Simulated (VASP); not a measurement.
Set up this calculation in VASP 6.6.1, as the native input.

- Task: single point
- Functional: r2SCAN0
- Potentials or basis: VASP PAW PBE potentials, release 64 (Pb_d, S)
- Cutoff: 520 eV
- k mesh: 4 × 4 × 4
- Occupations: fermi-dirac, width 0.05 eV
- Spin: no spin polarisation
- Dipole correction: no
- Grid for exact exchange (PRECFOCK): Normal
- Further INCAR settings: ALGO = Normal; EDIFF = 1e-07; NBANDS = 17
- Share of exact exchange: 0.25

The system is PbS.

```xyz
2
Lattice="0.0000 2.9657 2.9657 2.9657 0.0000 2.9657 2.9657 2.9657 0.0000" Properties=species:S:1:pos:R:3 pbc="T T T"
Pb    0.0000    0.0000    0.0000
S     2.9657    2.9657    2.9657
```

One way to write it, as run:

POSCAR

```
PbS
1.0
    0.0000000000      2.9657500000      2.9657500000
    2.9657500000      0.0000000000      2.9657500000
    2.9657500000      2.9657500000      0.0000000000
Pb S
1 1
Direct
    0.0000000000      0.0000000000      0.0000000000
    0.5000000000      0.5000000000      0.5000000000
```

INCAR.step1

```
PREC = Accurate
ENCUT = 520
EDIFF = 1E-5
ISMEAR = -1
SIGMA = 0.05
LREAL = False
LASPH = True
NELM = 80
ALGO = Normal
ISIF = 2
LWAVE = True
LCHARG = False
GGA = PE
NBANDS = 17
```

INCAR.step2

```
PREC = Accurate
ENCUT = 520
EDIFF = 1E-7
ISMEAR = -1
SIGMA = 0.05
LREAL = False
LASPH = True
NELM = 80
ALGO = Normal
ISIF = 2
LWAVE = False
LCHARG = False
METAGGA = R2SCAN
LHFCALC = True
AEXX = 0.25
LMIXTAU = True
PRECFOCK = Normal
ISTART = 1
NBANDS = 17
```

KPOINTS

```
regular mesh
0
Gamma
  4 4 4
```

Potentials or basis: VASP PAW PBE potentials, release 64 (Pb_d, S).

Launch:

```sh
$ cat potpaw_PBE.64/Pb_d/POTCAR potpaw_PBE.64/S/POTCAR > POTCAR
$ cp INCAR.step1 INCAR
$ mpirun -np 1 vasp_std > vasp.out
$ cp INCAR.step2 INCAR
$ mpirun -np 1 vasp_std > vasp.out
```

It gave:

```json
{
  "Pressure": "0.7 GPa",
  "Band gap on the k mesh": "1.66 eV"
}
```

Caveat: the k points lie up to 0.46 Å⁻¹ apart; the PAW data sets were made with another functional, which shifts forces and pressure a little; spin-orbit coupling is left out, which moves the levels of the heavy elements.

Wall time 13 min on 1 thread of Intel Xeon 8259CL (shared host), peak memory 0.2 GiB.
